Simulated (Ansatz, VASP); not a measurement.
Two plane-wave programs on NaCl

File INCAR:

```
PREC = Accurate ; ENCUT = 520
EDIFF = 1E-8 ; ISMEAR = -1
SIGMA = 0.03 ; LREAL = F
LASPH = T ; NELM = 80
ALGO = Normal ; ISIF = 2
LWAVE = F ; LCHARG = F
GGA = PE ; LEFG = T
NBANDS = 14
```

KPOINTS

```
Automatic mesh
0
Gamma
  9 9 9
```

File POSCAR:

```
NaCl
1.0
    2.8600000000      0.0429000000      0.0429000000
    0.0429000000      2.8600000000      0.0429000000
    0.0429000000      0.0429000000      2.8600000000
Na Cl
1 1
Direct
    0.0000000000      0.0000000000      0.0000000000
    0.5000000000      0.5000000000      0.5000000000
```

Input for Ansatz:

```yaml
crystal:
  lattice:
    - [2.86, 0.0429, 0.0429]
    - [0.0429, 2.86, 0.0429]
    - [0.0429, 0.0429, 2.86]
  atoms:
    - { symbol: Na, position: [0.0, 0.0, 0.0] }
    - { symbol: Cl, position: [0.5, 0.5, 0.5] }
kpoints:
  mp_grid: { grid: [9, 9, 9] }
scf:
  occupations: { method: fermi_dirac, width: 0.03 }
hamiltonian:
  xc: pbe
  pseudopotentials: { kind: paw }
output:
  forces: true
  stress: true
  eigenvalues: true
  efg: { contact_densities: true }
```

Change from the starting cell: equal xy, yz and zx shear strains of +3 %, PAW files.

Alike in both runs: task electric field gradients; functional PBE; k mesh 9 × 9 × 9; occupations fermi-dirac, width 0.03 eV; no spin polarisation.

|  | VASP | Ansatz |
| --- | --- | --- |
| version | VASP 6.6.1 | Ansatz 0.2.0 |
| potentials or method | VASP PAW PBE potentials, release 64 (Na_pv, Cl) | PAW with Ansatz's default frozen-core files, scalar-relativistic |
| plane-wave cutoff (eV) | 520 | 420 |
| valence electrons in the cell | 14 | 16 |

|  | VASP | Ansatz | Ansatz less VASP |
| --- | --- | --- | --- |
| gap on the k mesh at the Fermi level (eV) | 4.77 | 4.72 | -0.049 |
| pressure (GPa) | 65.6 | 65.3 | -0.26 |
| traceless stress, the component that is largest in VASP (GPa) | -1.83 | -1.77 | +0.054 |
| size of Vzz on the site where it differs most (V/Å²) | 6.0 | 5.1 | -0.82 |

Both programs put the cell under a high pressure, so it lies far from rest at this level. With one functional, cell and mesh, what is left measures potentials, basis and numerics. VASP's potentials hold 14 valence electrons a cell and Ansatz's 16, so a difference there can come from the potentials and not from the codes.

Noted on VASP's run: the cell as given lies far from equilibrium.
